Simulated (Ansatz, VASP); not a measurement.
**One calculation of BN, two programs**

Contents of INCAR:

```
PREC = Accurate
ENCUT = 600
EDIFF = 1E-6
ISMEAR = 0
SIGMA = 0.02
LREAL = False
LASPH = True
NELM = 120
ALGO = Normal
ISIF = 2
LWAVE = False
LCHARG = False
GGA = PE
NBANDS = 11
GGA_COMPAT = False
```

Contents of KPOINTS:

```
regular mesh
0
Gamma
  12 12 12
```

The input POSCAR:

```
BN
1.0
    0.0000000000      1.7753340815      1.7753340815
    1.7753340815      0.0000000000      1.7753340815
    1.7753340815      1.7753340815      0.0000000000
B N
1 1
Direct
    0.0000000000      0.0000000000      0.0000000000
    0.7500000000      0.7500000000      0.7500000000
```

Input for Ansatz:

```yaml
crystal:
  lattice:
    - [0.0, 1.7753340815, 1.7753340815]
    - [1.7753340815, 0.0, 1.7753340815]
    - [1.7753340815, 1.7753340815, 0.0]
  atoms:
    - { symbol: B, position: [0.0, 0.0, 0.0] }
    - { symbol: "N", position: [0.75, 0.75, 0.75] }
basis:
  ecutwfc: 420
kpoints:
  mp_grid: { grid: [12, 12, 12] }
hamiltonian:
  xc: pbe
scf:
  occupations: { method: gaussian, width: 0.02 }
output:
  forces: true
  stress: true
  eigenvalues: true
```

Alike in both runs: task single point; functional PBE; k mesh 12 × 12 × 12; occupations gaussian, width 0.02 eV; no spin polarisation.

```csv
,VASP,Ansatz
version,VASP 6.6.1,Ansatz 0.2.0
potentials or method,"VASP PAW PBE potentials, release 64 (B, N), cutoff 600 eV","scalar-relativistic, plane waves, PAW"
valence electrons in the cell,8,8
```

|  | VASP | Ansatz | Ansatz less VASP |
| --- | --- | --- | --- |
| gap on the k mesh at the Fermi level (eV) | 4.51 | 4.53 | +0.013 |
| least direct gap on the mesh (eV) | 9.08 | 9.09 | +0.011 |
| pressure (GPa) | 25.9 | 25.8 | -0.16 |

The functional is the same, so the differences come from potentials, cutoffs and numerics.
